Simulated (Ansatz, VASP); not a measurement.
# LaTa2 in VASP and in Ansatz

```xyz
6
Lattice="0.0000 4.1155 4.1155 4.1155 0.0000 4.1155 4.1155 4.1155 0.0000" Properties=species:S:1:pos:R:3 pbc="T T T"
La    1.0289    1.0289    1.0289
La   -1.0289   -1.0289   -1.0289
Ta    4.1155    4.1155    4.1155
Ta    2.0577    2.0577    4.1155
Ta    2.0577    4.1155    2.0577
Ta    4.1155    2.0577    2.0577
```

Alike in both runs: task electric field gradients; functional PBE; k mesh 7 × 7 × 7; occupations fermi-dirac, width 0.05 eV; no spin polarisation.

|  | VASP | Ansatz |
| --- | --- | --- |
| version | VASP 6.6.1 | Ansatz 0.2.0 |
| potentials or method | VASP PAW PBE potentials, release 64 (La, Ta_pv) | PAW with Ansatz's default frozen-core files, scalar-relativistic |
| plane-wave cutoff (eV) | 520 | 420 |
| valence electrons in the cell | 66 | 74 |

|  | VASP | Ansatz | Ansatz less VASP |
| --- | --- | --- | --- |
| pressure (GPa) | 0.0 | 0.0 | -0.02 |
| size of Vzz on the site where it differs most (V/Å²) | 230.0 | 270.7 | +40.72 |

VASP's potentials hold 66 valence electrons a cell and Ansatz's 74, so a difference there can come from the potentials and not from the codes.

Spin-orbit coupling is off throughout.
